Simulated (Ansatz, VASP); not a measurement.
One calculation of CoO, two programs

```
Co O
1.0
     2.85630    0.00000    0.00000
    -1.42815    2.47363    0.00000
     0.00000    0.00000    2.78761
Co O
1 1
Direct
  0.00000 0.00000 0.00000
  0.66667 0.33333 0.50000
```

Alike in both runs: task single point; functional PBE; k mesh 11 × 11 × 10; occupations fermi-dirac, width 0.05 eV; collinear spin.

|  | VASP | Ansatz |
| --- | --- | --- |
| version | VASP 6.6.1 | Ansatz 0.2.0 |
| potentials or method | VASP PAW PBE potentials, release 64 (Co_sv, O) | Ansatz PAW |
| plane-wave cutoff (eV) | 600 | 420 |
| valence electrons in the cell | 23 | 23 |

Ansatz gave:

| Property | Result |
| --- | --- |
| gap on the k mesh at the Fermi level (eV) | none |
| pressure (GPa) | -7.8 |
| traceless stress, the component that is largest in VASP (GPa) | -2.91 |
| net moment per atom (μB) | 1.50 |
| size of the moment on the site where the two differ most (μB) | 0.41 |

Problem. Which values does VASP return?

Solution. gap on the k mesh at the Fermi level (eV): none; pressure (GPa): -10.1; traceless stress, the component that is largest in VASP (GPa): -3.04; net moment per atom (μB): 1.50; size of the moment on the site where the two differ most (μB): 0.39.

Site moments also hang on the region over which each program counts them. A gap of «none» marks a metal or a gap that the smearing closes.
